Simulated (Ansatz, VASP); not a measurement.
Te2Mo in VASP and in Ansatz

```
Te Mo
1.0
     3.50388    0.00000    0.00000
    -1.75194    3.03445    0.00000
     0.00000    0.00000   24.76772
Te Mo
4 2
Direct
  0.33333 0.66667 0.18169
  0.33333 0.66667 0.32841
  0.33333 0.16667 0.49112
  0.33333 0.16667 0.63784
  0.66667 0.33333 0.25505
  0.00000 0.50000 0.56448
```

Alike in both runs: task single point; functional PBE; dispersion D3(BJ); k mesh 9 × 9 × 1; occupations gaussian, width 0.05 eV; no spin polarisation.

```csv
,VASP,Ansatz
version,VASP 6.6.1,Ansatz 0.2.0
potentials or method,"VASP PAW PBE potentials, release 64 (Te, Mo_sv), cutoff 520 eV","scalar-relativistic, plane waves, PAW"
valence electrons in the cell,52,92
```

Ansatz gave:

```
gap on the k mesh at the Fermi level (eV) : 1.16
least direct gap on the mesh (eV)         : 1.17
rms of the force components (eV/Å)        : 0.036
```

Which values does VASP return?

gap on the k mesh at the Fermi level (eV): 1.16; least direct gap on the mesh (eV): 1.17; rms of the force components (eV/Å): 0.041.

VASP's potentials hold 52 valence electrons a cell and Ansatz's 92, so a difference there can come from the potentials and not from the codes.

Spin-orbit coupling is off throughout.
